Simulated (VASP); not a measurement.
# ZnS: single point with r2SCAN+D4

Crystal: ZnS.

```
CELL_PARAMETERS angstrom
0.00000 2.66647 2.66647
2.66647 0.00000 2.66647
2.66647 2.66647 0.00000
ATOMIC_POSITIONS crystal
Zn 0.00000 0.00000 0.00000
S 0.75000 0.75000 0.75000
```

This cell differs from its parent crystal: volume scaled by 0.98.

```
Program             : VASP 6.6.1
Task                : single point
Functional          : r2SCAN
Dispersion          : D4
Potentials or basis : VASP PAW PBE potentials, release 64 (Zn, S)
Cutoff              : 520 eV
k mesh              : 8 × 8 × 8
Occupations         : gaussian, width 0.05 eV
Spin                : no spin polarisation
```

The pressure is 1.7 GPa and the band gap on the k mesh is 2.86 eV, direct. The dispersion energy per atom is -0.119 eV.

Levels at points of the mesh, in eV from the valence-band top:
| k point | band 5 | band 6 | band 7 | band 8 | band 9 | band 10 | band 11 | band 12 | band 13 | band 14 |
| --- | --- | --- | --- | --- | --- | --- | --- | --- | --- | --- |
| (0.00, 0.00, 0.00) | -6.07 | -6.07 | 0.00 | 0.00 | 0.00 | 2.86 | 6.87 | 6.87 | 6.87 | 12.35 |
| (0.50, 0.00, 0.00) | -6.04 | -5.86 | -5.67 | -0.95 | -0.95 | 3.90 | 7.36 | 7.36 | 9.57 | 13.08 |
| (0.50, 0.50, 0.00) | -5.98 | -5.84 | -4.78 | -2.43 | -2.43 | 3.64 | 4.47 | 12.08 | 13.10 | 13.10 |

Run time: 33 s on 1 thread of Intel(R) Xeon(R) 6975P-C (Granite Rapids) (shared host), peak memory 0.16 GiB.

Caveat: the PAW data sets were made with another functional, which shifts forces and pressure a little.
